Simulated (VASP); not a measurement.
# NaCl (Fm-3m) in VASP: notebook, part 2 of 2

VASP 6.6.1. Earlier steps stand in the parts before.

**3. Relaxation of cell and atoms, PBEsol, target pressure 20 GPa, at which the enthalpy is minimised**

Contents of INCAR:

```
PREC = Accurate
ENCUT = 600
EDIFF = 1E-6
ISMEAR = -1
SIGMA = 0.05
LREAL = False
LASPH = True
NELM = 60
ALGO = Normal
ISIF = 3
LWAVE = False
LCHARG = False
GGA = PS
IBRION = 2
NSW = 80
EDIFFG = -0.02
PSTRESS = 200.0
```

Contents of KPOINTS:

```
Automatic mesh
0
Gamma
  8 8 8
```

Contents of POSCAR:

```
NaCl
1.0
    0.0000000000      2.7940632177      2.7940632177
    2.7940632177      0.0000000000      2.7940632177
    2.7940632177      2.7940632177      0.0000000000
Cl Na
1 1
Direct
    0.5000000000      0.5000000000      0.5000000000
    0.0000000000      0.0000000000      0.0000000000
```

Potentials or basis: VASP PAW PBE potentials, release 64 (Cl, Na_pv).

On the command line:

```
cat potpaw_PBE.64/Cl/POTCAR potpaw_PBE.64/Na_pv/POTCAR > POTCAR
mpirun -np 1 vasp_std > vasp.out
```

OUTCAR:

```text
PREC = Accurate
   ENCUT = 600
   EDIFF = 1E-6
   ISMEAR = -1
   LREAL = False
   LASPH = True
   NELM = 60
   ISIF = 3
   GGA = PS
   IBRION = 2
   NSW = 80
   EDIFFG = -0.02
   PSTRESS = 200.0

 ion  position               nearest neighbor table
   1  0.500  0.500  0.500-
   2  0.000  0.000  0.000-

  LATTYP: Found a face centered cubic cell.
 ALAT       =     5.5881264354

  Lattice vectors:

 A1 = (   0.0000000000,   2.7940632177,   2.7940632177)
 A2 = (   2.7940632177,   0.0000000000,   2.7940632177)
 A3 = (   2.7940632177,   2.7940632177,   0.0000000000)

Analysis of symmetry for initial positions (statically):
=====================================================================
 Subroutine PRICEL returns:
 Original cell was already a primitive cell.

 Routine SETGRP: Setting up the symmetry group for a
 face centered cubic supercell.

 Subroutine GETGRP returns: Found 48 space group operations
 (whereof 48 operations were pure point group operations)
 out of a pool of 48 trial point group operations.

The static configuration has the point symmetry O_h .

Analysis of symmetry for dynamics (positions and initial velocities):
=====================================================================
 Subroutine PRICEL returns:
 Original cell was already a primitive cell.

 Routine SETGRP: Setting up the symmetry group for a
 face centered cubic supercell.

[... 141 lines left out ...]

--------------------------------------- Ionic step        1  -------------------------------------------

 number of electron      14.0000010 magnetization

 Free energy of the ion-electron system (eV)
  ---------------------------------------------------
  ext. energy  EPLUGINS =         0.00000000
  ---------------------------------------------------
  free energy    TOTEN  =        -6.99830059 eV

  energy without entropy =       -6.99830059  energy(sigma->0) =       -6.99830059

 E-fermi :   0.3962     XC(G=0):  -8.4562

 val. band max:       -0.6227633629   @ k =   0.0000   0.0000   0.0000
 cond. band min:       4.4123068561   @ k =   0.0000   0.0000   0.0000
 fundamental gap:      5.0350702191
 Fermi energy:         0.3962214472

 k-point     1 :       0.0000    0.0000    0.0000
  band No.  band energies     occupation
      1     -21.2232      2.00000
      2     -21.2232      2.00000
      3     -21.2232      2.00000
      4     -13.3318      2.00000
      5      -0.6228      2.00000
      6      -0.6228      2.00000
      7      -0.6228      2.00000
      8       4.4123      0.00000
      9      10.4010      0.00000
     10      10.4010      0.00000
     11      10.4010      0.00000
[... 397 lines left out ...]
--------------------------------------- Ionic step        3  -------------------------------------------

 number of electron      13.9999999 magnetization

 Free energy of the ion-electron system (eV)
  ---------------------------------------------------
  ext. energy  EPLUGINS =         0.00000000
  ---------------------------------------------------
  free energy    TOTEN  =        -6.42308597 eV

  energy without entropy =       -6.42308597  energy(sigma->0) =       -6.42308597

 E-fermi :   2.9061     XC(G=0): -10.0292

 val. band max:        1.9188806064   @ k =   0.0000   0.0000   0.0000
 cond. band min:       8.6143754085   @ k =   0.0000   0.0000   0.0000
 fundamental gap:      6.6954948021
 Fermi energy:         2.9060910467

 k-point     1 :       0.0000    0.0000    0.0000
  band No.  band energies     occupation
      1     -18.3902      2.00000
      2     -18.3902      2.00000
      3     -18.3902      2.00000
      4     -11.9142      2.00000
      5       1.9189      2.00000
      6       1.9189      2.00000
      7       1.9189      2.00000
      8       8.6144      0.00000
      9      13.0147      0.00000
     10      13.0147      0.00000
     11      13.0147      0.00000
[... 355 lines left out ...]
  energy  without entropy=       -6.4230859657  energy(sigma->0) =       -6.42308597

  enthalpy is  TOTEN    =        -2.5229558808 eV   P V=        3.9001300849

 reached required accuracy - stopping structural energy minimisation
```

CONTCAR:

```text
NaCl
   1.00000000000000
     0.0000000000000000    2.4998266554656481    2.4998266554656481
     2.4998266554656481    0.0000000000000000    2.4998266554656481
     2.4998266554656481    2.4998266554656481   -0.0000000000000000
  Cl              Na
     1     1
Direct
     0.5000000000000000    0.5000000000000000    0.5000000000000000
     0.0000000000000000    0.0000000000000000    0.0000000000000000

  0.00000000E+00  0.00000000E+00  0.00000000E+00
  0.00000000E+00  0.00000000E+00  0.00000000E+00
```

Run time: 40 s. Hardware: 1 thread of Intel Xeon 8259CL, shared host; peak memory 0.18 GiB.

Results:

- Free energy: -6.4231 eV
- Relaxed volume: 15.62 Å³/atom
- Relaxed cell: a = 3.535 Å, b = 3.535 Å, c = 3.535 Å, α = 60.00°, β = 60.00°, γ = 60.00°
- Space group after relaxing (to 0.1 Å): Fm-3m (No. 225)
- Energy change on relaxing (the run minimises the enthalpy): +287.6 meV/atom
- Ionic steps: 3
- Pressure after relaxing: 20.1 GPa
- Band gap on the k mesh: 6.70 eV

Step by step:
| step | energy change (eV) | largest force (eV/Å) | pressure (GPa) | volume (Å³) |
| --- | --- | --- | --- | --- |
| 1 | 0.0000 | 0.0000 | 0.25 | 43.63 |
| 2 | 0.9610 | 0.0000 | 30.34 | 28.75 |
| 3 | 0.5752 | 0.0000 | 20.08 | 31.24 |

Final structure:
```
CELL_PARAMETERS angstrom
0.00000 2.49983 2.49983
2.49983 0.00000 2.49983
2.49983 2.49983 0.00000
ATOMIC_POSITIONS crystal
Cl 0.50000 0.50000 0.50000
Na 0.00000 0.00000 0.00000
```

Caveat: the cell is relaxed towards a set pressure, so the run minimises the enthalpy, not the energy; the volume moved by over 15 % at a fixed basis, so the end points are rough; the PAW data sets were made with another functional, which shifts forces and pressure a little.
